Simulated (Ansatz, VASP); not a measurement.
Mo: VASP beside Ansatz

The input INCAR:

```
  PREC = Accurate
  ENCUT = 520
  EDIFF = 1E-6
  ISMEAR = 0
  SIGMA = 0.1
  LREAL = F
  LASPH = T
  NELM = 60
  ALGO = Fast
  ISIF = 2
  LWAVE = F
  LCHARG = F
  GGA = PE
  NBANDS = 13
```

Contents of KPOINTS:

```
regular mesh
0
Gamma
  18 18 18
```

The input POSCAR:

```
Mo
1.0
   -1.5755401900      1.5755401900      1.5755401900
    1.5755401900     -1.5755401900      1.5755401900
    1.5755401900      1.5755401900     -1.5755401900
Mo
1
Direct
    0.0000000000      0.0000000000      0.0000000000
```

Input for Ansatz:

```yaml
crystal:
  lattice:
    - [-1.57554019, 1.57554019, 1.57554019]
    - [1.57554019, -1.57554019, 1.57554019]
    - [1.57554019, 1.57554019, -1.57554019]
  atoms:
    - { symbol: Mo, position: [0.0, 0.0, 0.0] }
basis:
  ecutwfc: 420
kpoints:
  mp_grid: { grid: [18, 18, 18] }
hamiltonian:
  xc: pbe
scf:
  occupations: { method: gaussian, width: 0.1 }
output:
  forces: true
  stress: true
  eigenvalues: true
```

Alike in both runs: task single point; functional PBE; k mesh 18 × 18 × 18; occupations gaussian, width 0.1 eV; no spin polarisation.

|  | VASP | Ansatz |
| --- | --- | --- |
| version | VASP 6.6.1 | Ansatz 0.2.0 |
| potentials or method | VASP PAW PBE potentials, release 64 (Mo_sv), cutoff 520 eV | scalar-relativistic, plane waves, PAW |
| valence electrons in the cell | 14 | 14 |

```csv
,VASP,Ansatz,Ansatz less VASP
gap on the k mesh at the Fermi level (eV),none,none,-
pressure (GPa),2.9,2.4,-0.54
```

A gap of «none» marks a metal or a gap that the smearing closes.
